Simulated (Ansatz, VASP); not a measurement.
## One calculation of C, two programs

```xyz
2
Lattice="1.7967 0.0000 0.0000 0.0000 2.2282 0.0000 0.0000 0.0000 1.8263" Properties=species:S:1:pos:R:3 pbc="T T T"
C     0.8983    0.0000    1.4896
C     0.0000    1.1141    0.3367
```

Alike in both runs: task single point; functional PBE; k mesh 10 × 8 × 10; occupations gaussian, width 0.1 eV; no spin polarisation.

|  | VASP | Ansatz |
| --- | --- | --- |
| version | VASP 6.6.1 | Ansatz 0.2.0 |
| potentials or method | VASP PAW PBE potentials, release 64 (C), cutoff 520 eV | scalar-relativistic, plane waves, PAW |
| valence electrons in the cell | 8 | 8 |

Ansatz gave:

| Quantity | Value |
| --- | --- |
| gap on the k mesh at the Fermi level (eV) | none |
| rms of the force components (eV/Å) | 2.190 |

What did VASP give for the same quantities?

gap on the k mesh at the Fermi level (eV): none; rms of the force components (eV/Å): 2.172.

Atom by atom the forces differ by 0.017 eV/Å (rms over components). A gap of «none» marks a metal or a gap that the smearing closes. The functional is the same, so the differences come from potentials, cutoffs and numerics.
